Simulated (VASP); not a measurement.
# Ca2C in VASP: a series of runs

Ca2C is run at these levels: PBE, r2SCAN; tasks: single point.

Program: VASP 6.6.1. These are calculated values, not measurements. Logs are shortened: lines on timing, memory, paths and dates and some standing lists are left out, and cuts for length are marked.

**1. The cell of the first run**

The structure is cubic, space group Fm-3m (No. 225). The conventional cell has a = 6.052 Å, b = 6.052 Å, c = 6.052 Å, α = 90.00°, β = 90.00°, γ = 90.00°. Within 3.5 Å of C (site symmetry m-3m) lie 8 Ca at 2.62 Å. Within 3.5 Å of Ca (site symmetry -43m) lie 4 C at 2.62 Å and 6 Ca at 3.03 Å.

**2. Single point, PBE (strain -3.3%)**

INCAR reads:

```
SYSTEM = Ca2C
  PREC = Accurate
  ENCUT = 520
  EDIFF = 1E-6
  ISMEAR = -1
  SIGMA = 0.02
  LREAL = .FALSE.
  LASPH = .TRUE.
  NELM = 100
  ALGO = Normal
  ISIF = 2
  LWAVE = .FALSE.
  LCHARG = .FALSE.
  GGA = PE
  NBANDS = 19
```

KPOINTS reads:

```
Automatic mesh
0
G
  8 8 8
  0 0 0
```

POSCAR reads:

```
Ca2C
1.0
    0.0000000000      3.0259629592      3.0259629592
    3.0259629592      0.0000000000      3.0259629592
    3.0259629592      3.0259629592      0.0000000000
C Ca
1 2
Direct
    0.0000000000      0.0000000000      0.0000000000
    0.2500000000      0.2500000000      0.2500000000
    0.7500000000      0.7500000000      0.7500000000
```

Potentials or basis: VASP PAW PBE potentials, release 64 (C, Ca_sv).

Command:

```sh
> cat potpaw_PBE.64/C/POTCAR potpaw_PBE.64/Ca_sv/POTCAR > POTCAR
> mpirun -np 1 vasp_std > vasp.out
```

OUTCAR:

```text
SYSTEM = Ca2C
   PREC = Accurate
   ENCUT = 520
   EDIFF = 1E-6
   ISMEAR = -1
   LREAL = .FALSE.
   LASPH = .TRUE.
   NELM = 100
   ISIF = 2
   GGA = PE

 ion  position               nearest neighbor table
   1  0.000  0.000  0.000-   3 2.62   3 2.62   3 2.62   2 2.62   2 2.62   2 2.62   3 2.62   2 2.62

   2  0.250  0.250  0.250-   1 2.62   1 2.62   1 2.62   1 2.62   3 3.03   3 3.03   3 3.03   3 3.03
                             3 3.03   3 3.03
   3  0.750  0.750  0.750-   1 2.62   1 2.62   1 2.62   1 2.62   2 3.03   2 3.03   2 3.03   2 3.03
                             2 3.03   2 3.03

  LATTYP: Found a face centered cubic cell.
 ALAT       =     6.0519259184

  Lattice vectors:

 A1 = (   0.0000000000,   3.0259629592,   3.0259629592)
 A2 = (   3.0259629592,   0.0000000000,   3.0259629592)
 A3 = (   3.0259629592,   3.0259629592,   0.0000000000)

Analysis of symmetry for initial positions (statically):
=====================================================================
 Subroutine PRICEL returns:
 Original cell was already a primitive cell.

 Routine SETGRP: Setting up the symmetry group for a
 face centered cubic supercell.

 Subroutine GETGRP returns: Found 48 space group operations
 (whereof 48 operations were pure point group operations)
 out of a pool of 48 trial point group operations.

The static configuration has the point symmetry O_h .

Analysis of symmetry for dynamics (positions and initial velocities):
=====================================================================
 Subroutine PRICEL returns:
 Original cell was already a primitive cell.

 Routine SETGRP: Setting up the symmetry group for a
 face centered cubic supercell.

 Subroutine GETGRP returns: Found 48 space group operations
 (whereof 48 operations were pure point group operations)
 out of a pool of 48 trial point group operations.

The dynamic configuration has the point symmetry O_h .

 Subroutine INISYM returns: Found 48 space group operations
 (whereof 48 operations are pure point group operations),
 and found     1 'primitive' translations

----------------------------------------------------------------------------------------

                                     Primitive cell

  volume of cell :      55.4142

  direct lattice vectors                    reciprocal lattice vectors
     0.000000000  3.025962959  3.025962959    -0.165236656  0.165236656  0.165236656
     3.025962959  0.000000000  3.025962959     0.165236656 -0.165236656  0.165236656
     3.025962959  3.025962959  0.000000000     0.165236656  0.165236656 -0.165236656

  length of vectors
     4.279357856  4.279357856  4.279357856     0.286198283  0.286198283  0.286198283

  position of ions in fractional coordinates (direct lattice)
     0.000000000  0.000000000  0.000000000
     0.250000000  0.250000000  0.250000000
     0.750000000  0.750000000  0.750000000

  ion indices of the primitive-cell ions
   primitive index   ion index
                 1           1
                 2           2
                 3           3

----------------------------------------------------------------------------------------

 KPOINTS: Automatic mesh

Automatic generation of k-mesh.
 Grid dimensions read from file:
 generate k-points for:    8    8    8

 Generating k-lattice:

  Cartesian coordinates                     Fractional coordinates (reciprocal lattice)
    -0.020654582  0.020654582  0.020654582     0.125000000  0.000000000  0.000000000
     0.020654582 -0.020654582  0.020654582     0.000000000  0.125000000  0.000000000
     0.020654582  0.020654582 -0.020654582     0.000000000  0.000000000  0.125000000

  Length of vectors
     0.035774785  0.035774785  0.035774785

  Shift w.r.t. Gamma in fractional coordinates (k-lattice)
     0.000000000  0.000000000  0.000000000

 Subroutine IBZKPT returns following result:
 ===========================================

 Found     29 irreducible k-points:

 Following reciprocal coordinates:
            Coordinates               Weight
  0.000000  0.000000  0.000000      1.000000
  0.125000  0.000000  0.000000      8.000000
  0.250000  0.000000  0.000000      8.000000
  0.375000  0.000000  0.000000      8.000000
  0.500000  0.000000  0.000000      4.000000
  0.125000  0.125000  0.000000      6.000000
[... 16 lines left out ...]
  0.500000  0.250000  0.125000     48.000000
 -0.375000  0.250000  0.125000     24.000000
 [... further k-points ...]
   k-points           NKPTS =     29   k-points in BZ     NKDIM =     29   number of bands    NBANDS=     19
   number of dos      NEDOS =    301   number of ions     NIONS =      3
   total plane-waves  NPLWV =  32768
   dimension x,y,z NGX =    32 NGY =   32 NGZ =   32
   dimension x,y,z NGXF=    64 NGYF=   64 NGZF=   64
   ions per type =               1   2
   NGX,Y,Z   is equivalent  to a cutoff of  12.43, 12.43, 12.43 a.u.
   NGXF,Y,Z  is equivalent  to a cutoff of  24.86, 24.86, 24.86 a.u.
 SYSTEM =  Ca2C
   PREC   = accura    normal or accurate (medium, high low for compatibility)
   ISTART =      0    job   : 0-new  1-cont  2-samecut
   ICHARG =      2    charge: 1-file 2-atom 10-const
   ISPIN  =      1    spin polarized calculation?
   LNONCOLLINEAR =      F non collinear calculations
   LSORBIT =      F    spin-orbit coupling
   LASPH  =      T    aspherical Exc in radial PAW
   ENCUT  =  520.0 eV  38.22 Ry    6.18 a.u.   7.96  7.96  7.96*2*pi/ulx,y,z
   NELM   =    100;   NELMIN=  2; NELMDL= -5     # of ELM steps
   EDIFF  = 0.1E-05   stopping-criterion for ELM
   LREAL  =      F    real-space projection
   EDIFFG = 0.1E-04   stopping-criterion for IOM
   NSW    =      0    number of steps for IOM
   IBRION =     -1    ionic relax: 0-MD 1-quasi-New 2-CG
   NFREE  =      0    steps in history (QN), initial steepest desc. (CG)
   ISIF   =      2    stress and relaxation
   ISYM   =      2    0-nonsym 1-usesym 2-fastsym
   POTIM  = 0.5000    time-step for ionic-motion
   TEBEG  =    0.0;   TEEND  =   0.0 temperature during run
   PSTRESS=    0.0 pullay stress
   NELECT =      24.0000    total number of electrons
   NUPDOWN=      -1.0000    fix difference up-down
   EMIN   =  10.00;   EMAX   =-10.00  energy-range for DOS
   EFERMI =   0.00;   METHOD = LEGACY
   ISMEAR =    -1;   SIGMA  =   0.02  broadening in eV -4-tet -1-fermi 0-gaus
   EFERMI_NEDOS =   21; number of points for ismear=-14 and -15
   IALGO  =     38    algorithm
   IMIX   =      4    mixing-type and parameters
     AMIX     =   0.40;   BMIX     =  1.00
     AMIX_MAG =   1.60;   BMIX_MAG =  1.00
  volume/ion in A,a.u.               =      18.47       124.65
  Fermi-wavevector in a.u.,A,eV,Ry     =   1.238621  2.340654 20.873800  1.534181
  Thomas-Fermi vector in A             =   2.373138
   LORBIT       =      0    0 simple, 1 ext, 2 COOP (PROOUT), +10 PAW based schemes
   GGA     = PE    functional components
   LHFCALC =     F    Hartree Fock is set to
   AEXX    =    0.0000 exact exchange contribution
   IVDW    =     0    specifies the selected vdW correction
   LEPSILON=     F    determine dielectric tensor
   LRPA    =     F    only Hartree local field effects (RPA)
 non-spin polarized calculation
  energy-cutoff  :      520.00
  volume of cell :       55.41
 maximum number of plane-waves:      1524
   NGX = 15   NGY = 15   NGZ = 15

 number of electron      24.0000002 magnetization

 Free energy of the ion-electron system (eV)
  ---------------------------------------------------
  ext. energy  EPLUGINS =         0.00000000
  ---------------------------------------------------
  free energy    TOTEN  =       -11.91027321 eV

  energy without entropy =      -11.91003408  energy(sigma->0) =      -11.91015364

 E-fermi :   3.9315     XC(G=0):  -9.8931

 val. band max:        3.8797057692   @ k =   0.5000   0.5000   0.0000
 cond. band min:       3.9661925782   @ k =   0.5000   0.5000   0.0000
 fundamental gap:      0.0864868091
 Fermi energy:         3.9314912129

 k-point     1 :       0.0000    0.0000    0.0000
  band No.  band energies     occupation
      1     -36.2683      2.00000
      2     -35.9590      2.00000
      3     -17.4762      2.00000
      4     -17.4762      2.00000
      5     -17.4762      2.00000
      6     -16.9060      2.00000
[... 11 lines left out ...]
     18      10.1017      0.00000
     19      10.8871      0.00000

 k-point     2 :       0.1250    0.0000    0.0000
  band No.  band energies     occupation
      1     -36.2561      2.00000
      2     -35.9703      2.00000
      3     -17.4656      2.00000
      4     -17.4578      2.00000
      5     -17.4578      2.00000
      6     -16.9439      2.00000
[... 11 lines left out ...]
     18       9.8487      0.00000
     19      11.0398      0.00000

 k-point     3 :       0.2500    0.0000    0.0000
  band No.  band energies     occupation
      1     -36.2213      2.00000
      2     -36.0026      2.00000
      3     -17.4326      2.00000
      4     -17.4041      2.00000
      5     -17.4041      2.00000
      6     -17.0419      2.00000
[... 11 lines left out ...]
     18       9.3128      0.00000
     19      10.3085      0.00000

 k-point     4 :       0.3750    0.0000    0.0000
  band No.  band energies     occupation
      1     -36.1700      2.00000
      2     -36.0516      2.00000
      3     -17.3733      2.00000
      4     -17.3199      2.00000
      5     -17.3199      2.00000
      6     -17.1647      2.00000
[... 407 lines left out ...]
     18       8.8549      0.00000
     19      10.1169      0.00000

 k-point    23 :       0.5000    0.2500    0.1250
  band No.  band energies     occupation
      1     -36.1572      2.00000
      2     -36.0620      2.00000
      3     -17.5965      2.00000
      4     -17.4782      2.00000
      5     -17.3487      2.00000
      6     -17.1076      2.00000
[... 11 lines left out ...]
     18       9.3942      0.00000
     19       9.8297      0.00000

 k-point    24 :      -0.3750    0.2500    0.1250
  band No.  band energies     occupation
      1     -36.1091      2.00000
      2     -36.1091      2.00000
      3     -17.5809      2.00000
      4     -17.5512      2.00000
      5     -17.2334      2.00000
      6     -17.2325      2.00000
[... 11 lines left out ...]
     18       9.1593      0.00000
     19       9.5590      0.00000

 [... further k-points ...]

------------------------ aborting loop because EDIFF is reached ----------------------------------------

  FORCE on cell =-STRESS in cart. coord.  units (eV):
  Direction    XX          YY          ZZ          XY          YZ          ZX
  --------------------------------------------------------------------------------------
  -------------------------------------------------------------------------------------
  Total        2.7057321      2.7057321      2.7057321      0.0000000      0.0000000     -0.0000000
  in kB       78.2302205     78.2302205     78.2302205      0.0000000      0.0000000     -0.0000000
  external PRESSURE =      78.2302205 kB  Pullay stress =       0.0000000 kB

 VOLUME and BASIS-vectors are now :
 -----------------------------------------------------------------------------
  energy-cutoff  :      520.00
  volume of cell :       55.41
      direct lattice vectors                 reciprocal lattice vectors
     0.000000000  3.025962959  3.025962959    -0.165236656  0.165236656  0.165236656
     3.025962959  0.000000000  3.025962959     0.165236656 -0.165236656  0.165236656
     3.025962959  3.025962959  0.000000000     0.165236656  0.165236656 -0.165236656

 POSITION                                       TOTAL-FORCE (eV/Angst)
 -----------------------------------------------------------------------------------
      0.00000      0.00000      0.00000        -0.000000     -0.000000     -0.000000
      1.51298      1.51298      1.51298        -0.000000     -0.000000      0.000000
      4.53894      4.53894      4.53894         0.000000      0.000000      0.000000
 -----------------------------------------------------------------------------------
    total drift:                               -0.000000     -0.000000      0.000000

  FREE ENERGIE OF THE ION-ELECTRON SYSTEM (eV)
  ---------------------------------------------------
  free  energy   TOTEN  =       -11.9102732059 eV

  energy  without entropy=      -11.9100340824  energy(sigma->0) =      -11.91015364
```

Run time: 14 s. Hardware: 1 thread of Intel Xeon Platinum 8488C (Sapphire Rapids), shared host; peak memory 0.18 GiB.

Results:

| Item | Value |
| --- | --- |
| Free energy | -11.9103 eV |
| Pressure | 7.8 GPa |
| Band gap on the k mesh | 0.09 eV |

Caveat: the cell differs from its parent crystal (strain -3.3%); the cell stands under pressure.

(Part 1 of 2 ends here.)
